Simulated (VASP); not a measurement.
# Ca (Fm-3m) in VASP: a series of runs, part 2 of 2

VASP 6.6.1.

**4. Single point, PBEsol (volume scaled by 0.55)**

Input file INCAR:

```
ALGO     = Normal         # electronic algorithm
EDIFF    = 1E-7           # SCF threshold, eV
ENCUT    = 520            # plane-wave cutoff, eV
GGA      = PS             # functional
ISIF     = 2              # what is computed and relaxed
ISMEAR   = -1             # smearing method
LASPH    = True           # aspherical terms in the spheres
LCHARG   = False          # write CHGCAR
LREAL    = False          # projectors in reciprocal space
LWAVE    = False          # write WAVECAR
NBANDS   = 11             # bands
NELM     = 80             # most SCF steps
PREC     = Accurate       # precision mode
SIGMA    = 0.05           # smearing width, eV
```

Input file KPOINTS:

```
k-points
0
Gamma
  13 13 13
```

Input file POSCAR:

```
Ca
1.0
    0.0000000000      2.2350998993      2.2350998993
    2.2350998993      0.0000000000      2.2350998993
    2.2350998993      2.2350998993      0.0000000000
Ca
1
Direct
    0.0000000000      0.0000000000      0.0000000000
```

On the command line:

```console
> cat potpaw_PBE.64/Ca_sv/POTCAR > POTCAR
> mpirun -np 1 vasp_std > vasp.out
```

It took 8.2 s on 1 thread of Intel Xeon Platinum 8488C (Sapphire Rapids), shared host; peak memory 0.15 GiB.

The run converged. Its results:

```yaml
Free_energy: -1.1296 eV
Pressure: 26.1 GPa
Band_gap_on_the_k_mesh: zero (band 5 reaches 5.01 eV, above the bottom of band 6 at 4.88 eV)
```

Levels at points of the mesh, in eV from the Fermi level:
```csv
k point,band 3,band 4,band 5,band 6,band 7,band 8
"(0.00, 0.00, 0.00)",-21.21,-21.21,-4.75,3.07,3.07,3.07
```

Caveat: the PAW data sets were made with another functional, which shifts forces and pressure a little.

**5. Single point, PBEsol (volume scaled by 0.65)**

Input file INCAR:

```
  PREC = Accurate
  ENCUT = 520
  EDIFF = 1E-7
  ISMEAR = -1
  SIGMA = 0.05
  LREAL = False
  LASPH = True
  NELM = 100
  ALGO = Normal
  ISIF = 2
  LWAVE = False
  LCHARG = True
  GGA = PS
  LELF = True
  LVHAR = True
  NBANDS = 11
```

Input file KPOINTS:

```
Automatic mesh
0
Gamma
  13 13 13
```

Input file POSCAR:

```
Ca
1.0
    0.0000000000      2.3630912642      2.3630912642
    2.3630912642      0.0000000000      2.3630912642
    2.3630912642      2.3630912642      0.0000000000
Ca
1
Direct
    0.0000000000      0.0000000000      0.0000000000
```

Potentials or basis: VASP PAW PBE potentials, release 64 (Ca_sv).

On the command line:

```console
> cat potpaw_PBE.64/Ca_sv/POTCAR > POTCAR
> mpirun -np 1 vasp_std > vasp.out
```

OUTCAR:

```text
PREC = Accurate
   ENCUT = 520
   EDIFF = 1E-7
   ISMEAR = -1
   LREAL = False
   LASPH = True
   NELM = 100
   ISIF = 2
   GGA = PS

 ion  position               nearest neighbor table
   1  0.000  0.000  0.000-

  LATTYP: Found a face centered cubic cell.
 ALAT       =     4.7261825284

  Lattice vectors:

 A1 = (   0.0000000000,   2.3630912642,   2.3630912642)
 A2 = (   2.3630912642,   0.0000000000,   2.3630912642)
[... 507 lines left out ...]
      1     -36.6831      2.00000
      2     -18.1794      2.00000
      3     -17.7373      2.00000
      4     -17.6957      2.00000
      5       2.9029      2.00000
      6       4.7036      0.00003
      7       6.2552      0.00000
      8       7.3020      0.00000
      9       9.8090      0.00000
     10      10.0467      0.00000
     11      12.8981      0.00000

 [... further k-points ...]
[... 5 lines left out ...]
  --------------------------------------------------------------------------------------
  -------------------------------------------------------------------------------------
  Total        2.4751186      2.4751186      2.4751186      0.0000000      0.0000000      0.0000000
  in kB      150.2571420    150.2571420    150.2571420      0.0000000      0.0000000      0.0000000
  external PRESSURE =     150.2571420 kB  Pullay stress =       0.0000000 kB

 VOLUME and BASIS-vectors are now :
 -----------------------------------------------------------------------------
  energy-cutoff  :      520.00
  volume of cell :       26.39
      direct lattice vectors                 reciprocal lattice vectors
     0.000000000  2.363091264  2.363091264    -0.211587258  0.211587258  0.211587258
     2.363091264  0.000000000  2.363091264     0.211587258 -0.211587258  0.211587258
     2.363091264  2.363091264  0.000000000     0.211587258  0.211587258 -0.211587258

 POSITION                                       TOTAL-FORCE (eV/Angst)
 -----------------------------------------------------------------------------------
      0.00000      0.00000      0.00000         0.000000      0.000000      0.000000
 -----------------------------------------------------------------------------------
    total drift:                               -0.000000     -0.000000     -0.000000

  FREE ENERGIE OF THE ION-ELECTRON SYSTEM (eV)
  ---------------------------------------------------
  free  energy   TOTEN  =        -1.6435377711 eV

  energy  without entropy=       -1.6391723896  energy(sigma->0) =       -1.64135508
```

OSZICAR:

```text
N       E                     dE             d eps       ncg     rms          rms(c)
DAV:   1     0.687602495567E+02    0.68760E+02   -0.53944E+03  1856   0.888E+02
DAV:   2    -0.151241844757E+00   -0.68911E+02   -0.68144E+02  2007   0.221E+02
DAV:   3    -0.162112307294E+01   -0.14699E+01   -0.14605E+01  2503   0.318E+01
DAV:   4    -0.167733537807E+01   -0.56212E-01   -0.56111E-01  2320   0.539E+00
DAV:   5    -0.167901673560E+01   -0.16814E-02   -0.16812E-02  2596   0.689E-01    0.182E+00
DAV:   6    -0.165492049249E+01    0.24096E-01   -0.80979E-03  2880   0.892E-01    0.103E+00
DAV:   7    -0.164353048366E+01    0.11390E-01   -0.13423E-02  2941   0.107E+00    0.989E-02
DAV:   8    -0.164353594667E+01   -0.54630E-05   -0.28652E-04  2178   0.162E-01    0.249E-02
DAV:   9    -0.164353780917E+01   -0.18625E-05   -0.33401E-05  2846   0.525E-02    0.522E-03
DAV:  10    -0.164353785234E+01   -0.43169E-07   -0.17755E-06  2205   0.131E-02    0.648E-04
DAV:  11    -0.164353777110E+01    0.81238E-07   -0.10748E-07  1815   0.349E-03
   1 F= -.16435378E+01 E0= -.16413551E+01  d E =-.436538E-02
```

stdout:

```text
POSCAR found type information on POSCAR Ca
 POSCAR found :  1 types and       1 ions
 scaLAPACK will be used
 -----------------------------------------------------------------------------
|                                                                             |
|                                                                             |
|     You enforced a specific xc type in the INCAR file but a different       |
|     I HOPE YOU KNOW WHAT YOU ARE DOING!                                     |
|                                                                             |
 -----------------------------------------------------------------------------

 LDA part: xc-table for (Slater+PW92), standard interpolation
 POSCAR, INCAR and KPOINTS ok, starting setup
 FFT: planning ... GRIDC
 FFT: planning ... GRID_SOFT
 FFT: planning ... GRID
 WAVECAR not read
 entering main loop
```

Run time: 17 s. Hardware: 1 thread of Intel Xeon Platinum 8488C (Sapphire Rapids), shared host; peak memory 0.17 GiB.

What came out:

- Free energy: -1.6435 eV
- Pressure: 15.0 GPa
- Band gap on the k mesh: 0.15 eV, indirect (least direct gap 0.24 eV)

Caveat: the PAW data sets were made with another functional, which shifts forces and pressure a little.

**6. Single point, PBEsol (volume scaled by 0.65)**

Input file INCAR:

```
SYSTEM = Ca
ALGO = Normal
EDIFF = 1E-6
ENCUT = 520
GGA = PS
ISIF = 2
ISMEAR = -1
LASPH = .TRUE.
LCHARG = .FALSE.
LREAL = .FALSE.
LWAVE = .FALSE.
NBANDS = 11
NELM = 100
PREC = Accurate
SIGMA = 0.05
```

Input file KPOINTS:

```
k-points
0
G
  13 13 13
  0 0 0
```

POSCAR is that of step 5.

Potentials or basis: VASP PAW PBE potentials, release 64 (Ca_sv).

On the command line:

```console
> cat potpaw_PBE.64/Ca_sv/POTCAR > POTCAR
> mpirun -np 1 vasp_std > vasp.out
```

OUTCAR:

```text
SYSTEM = Ca
   EDIFF = 1E-6
   ENCUT = 520
   GGA = PS
   ISIF = 2
   ISMEAR = -1
   LASPH = .TRUE.
   LREAL = .FALSE.
   NELM = 100
   PREC = Accurate

 ion  position               nearest neighbor table
   1  0.000  0.000  0.000-

  LATTYP: Found a face centered cubic cell.
 ALAT       =     4.7261825284

  Lattice vectors:

 A1 = (   0.0000000000,   2.3630912642,   2.3630912642)
 A2 = (   2.3630912642,   0.0000000000,   2.3630912642)
 A3 = (   2.3630912642,   2.3630912642,   0.0000000000)

Analysis of symmetry for initial positions (statically):
[... 509 lines left out ...]
      6       4.7037      0.00003
      7       6.2553      0.00000
      8       7.3020      0.00000
      9       9.8091      0.00000
     10      10.0468      0.00000
     11      12.8982      0.00000

 [... further k-points ...]
[... 5 lines left out ...]
  --------------------------------------------------------------------------------------
  -------------------------------------------------------------------------------------
  Total        2.4720768      2.4720768      2.4720768      0.0000000      0.0000000      0.0000000
  in kB      150.0724814    150.0724814    150.0724814      0.0000000      0.0000000      0.0000000
  external PRESSURE =     150.0724814 kB  Pullay stress =       0.0000000 kB

 VOLUME and BASIS-vectors are now :
 -----------------------------------------------------------------------------
  energy-cutoff  :      520.00
  volume of cell :       26.39
      direct lattice vectors                 reciprocal lattice vectors
     0.000000000  2.363091264  2.363091264    -0.211587258  0.211587258  0.211587258
     2.363091264  0.000000000  2.363091264     0.211587258 -0.211587258  0.211587258
     2.363091264  2.363091264  0.000000000     0.211587258  0.211587258 -0.211587258

 POSITION                                       TOTAL-FORCE (eV/Angst)
 -----------------------------------------------------------------------------------
      0.00000      0.00000      0.00000         0.000000      0.000000      0.000000
 -----------------------------------------------------------------------------------
    total drift:                               -0.000000     -0.000000     -0.000000

  FREE ENERGIE OF THE ION-ELECTRON SYSTEM (eV)
  ---------------------------------------------------
  free  energy   TOTEN  =        -1.6435378523 eV

  energy  without entropy=       -1.6391721875  energy(sigma->0) =       -1.64135502
```

Run time: 15 s. Hardware: 1 thread of Intel Xeon Platinum 8488C (Sapphire Rapids), shared host; peak memory 0.17 GiB.

What came out:

```yaml
Free_energy: -1.6435 eV
Pressure: 15.0 GPa
Band_gap_on_the_k_mesh: 0.15 eV, indirect (least direct gap 0.24 eV)
```

Caveat: the PAW data sets were made with another functional, which shifts forces and pressure a little. A k mesh can miss the band edges.

**7. Summary**

```csv
cell,gap on the mesh (eV),pressure (GPa)
"a = 2.956 Å, angles 60.0°, 1 atom",none,43.6
"a = 3.161 Å, angles 60.0°, 1 atom",none,26.1
"a = 3.342 Å, angles 60.0°, 1 atom",0.15,15.0
```

Alike in all rows: task single point; level PBEsol; potentials or basis VASP PAW PBE potentials, release 64 (Ca_sv); no spin polarisation; k mesh 13 × 13 × 13; cutoff (eV) 520; smearing fermi-dirac 0.05 eV.

Caveats: the PAW data sets were made with another functional, which shifts forces and pressure a little.

Absolute energies hang on the potentials; compare differences alone.
